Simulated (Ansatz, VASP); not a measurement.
## YCl: VASP beside Ansatz

```
Y Cl
1.0
     1.91295    1.10444    9.35495
    -1.91295    1.10444    9.35495
     0.00000   -2.20888    9.35495
Y Cl
2 2
Direct
  0.21683 0.21683 0.21683
  0.78317 0.78317 0.78317
  0.38830 0.38830 0.38830
  0.61170 0.61170 0.61170
```

Change from the starting cell: volume scaled by 1.06, crystal datasets.

Alike in both runs: task electric field gradients; functional PBEsol; k mesh 8 × 8 × 8; occupations fermi-dirac, width 0.02 eV; no spin polarisation.

|  | VASP | Ansatz |
| --- | --- | --- |
| version | VASP 6.6.1 | Ansatz 0.2.0 |
| potentials or method | VASP PAW PBE potentials, release 64 (Y_sv, Cl), cutoff 520 eV | all-electron PAW with datasets made for the crystal, scalar-relativistic |

|  | VASP | Ansatz | Ansatz less VASP |
| --- | --- | --- | --- |
| pressure (GPa) | -3.1 | -3.0 | +0.05 |
| traceless stress, the component that is largest in VASP (GPa) | 1.27 | 1.24 | -0.035 |
| rms of the force components (eV/Å) | 0.171 | 0.175 | +0.0044 |
| size of Vzz on the site where it differs most (V/Å²) | 30.0 | 32.3 | +2.24 |

VASP's potentials were made for PBE, not for PBEsol. Atom by atom the forces differ by 0.005 eV/Å (rms over components). Ansatz ran all-electron here, and VASP with PAW potentials.
